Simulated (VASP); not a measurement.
Set up this calculation in VASP 6.6.1, as the native input.

| Property | Result |
| --- | --- |
| Task | single point |
| Functional | PBE |
| Potentials or basis | VASP PAW PBE potentials, release 64 (Ta_pv, Si) |
| Cutoff | 520 eV |
| k mesh | 11 × 11 × 7 |
| Occupations | fermi-dirac, width 0.05 eV |
| Spin | no spin polarisation |
| Dipole correction | no |
| Further INCAR settings | ALGO = Normal; EDIFF = 1e-06; NBANDS = 38 |

The structure of TaSi2 lies in POSCAR:

```
TaSi2
1.0
    4.6862424397      0.0000000000      0.0000000000
   -2.3431212198      4.0584050011      0.0000000000
    0.0000000000      0.0000000000      6.4358807343
Ta Si
3 6
Direct
    0.5000000000      0.0000000000      0.0000000000
    0.5000000000      0.5000000000      0.6666666667
    0.0000000000      0.5000000000      0.3333333333
    0.1589700000      0.3179400000      0.0000000000
    0.8410300000      0.1589700000      0.6666666667
    0.6820600000      0.8410300000      0.3333333333
    0.8410300000      0.6820600000      0.0000000000
    0.1589700000      0.8410300000      0.6666666667
    0.3179400000      0.1589700000      0.3333333333
```

One way to write it, as run:

INCAR

```
SYSTEM = TaSi2
PREC = Accurate
ENCUT = 520
EDIFF = 1E-6
ISMEAR = -1
SIGMA = 0.05
LREAL = .FALSE.
LASPH = .TRUE.
NELM = 60
ALGO = Normal
ISIF = 2
LWAVE = .FALSE.
LCHARG = .FALSE.
GGA = PE
NBANDS = 38
```

KPOINTS

```
Automatic mesh
0
G
  11 11 7
  0 0 0
```

Potentials or basis: VASP PAW PBE potentials, release 64 (Ta_pv, Si).

Run with:

```bash
$ cat potpaw_PBE.64/Ta_pv/POTCAR potpaw_PBE.64/Si/POTCAR > POTCAR
$ mpirun -np 1 vasp_std > vasp.out
```

Results of the run:

```
Pressure               : 16.5 GPa
Largest force          : 0.003 eV/Å
Band gap on the k mesh : zero (an odd number of electrons rules out a gap without spin polarisation)
```

Caveat: the cell stands under pressure; spin-orbit coupling is left out, which moves the levels of the heavy elements.

Run time: 2.6 min on 1 thread of AMD EPYC 9R45 96-Core Processor (Zen 5), with other jobs on the host, peak memory 0.35 GiB.
